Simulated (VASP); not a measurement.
Input of a VASP 6.6.1 run:

File INCAR:

```
PREC = Accurate
ENCUT = 600
EDIFF = 1E-7
ISMEAR = -1
SIGMA = 0.08
LREAL = F
LASPH = T
NELM = 80
ALGO = Normal
ISIF = 3
LWAVE = F
LCHARG = F
GGA = PE
IBRION = 2
NSW = 60
EDIFFG = -0.005
PSTRESS = 540.0
```

KPOINTS

```
Automatic mesh
0
Gamma
  17 17 17
```

Contents of POSCAR:

```
Ta
1.0
   -1.5691372600      1.5691372600      1.5691372600
    1.5691372600     -1.5691372600      1.5691372600
    1.5691372600      1.5691372600     -1.5691372600
Ta
1
Direct
    0.0000000000      0.0000000000      0.0000000000
```

Potentials or basis: VASP PAW PBE potentials, release 64 (Ta_pv).

The run is started by

```sh
$ cat potpaw_PBE.64/Ta_pv/POTCAR > POTCAR
$ mpirun -np 1 vasp_std > vasp.out
```

Task: Predict the space group after relaxing (to 0.05 Å).

Result: Im-3m (No. 229).

Task: What does it give for the relaxed cell?

Result: a = 2.697 Å, b = 2.697 Å, c = 2.697 Å, α = 109.47°, β = 109.47°, γ = 109.47°.

Final structure:
```
Ta
1.0
    -1.55721    1.55721    1.55721
     1.55721   -1.55721    1.55721
     1.55721    1.55721   -1.55721
Ta
1
Cartesian
  0.0000 0.0000 0.0000
```
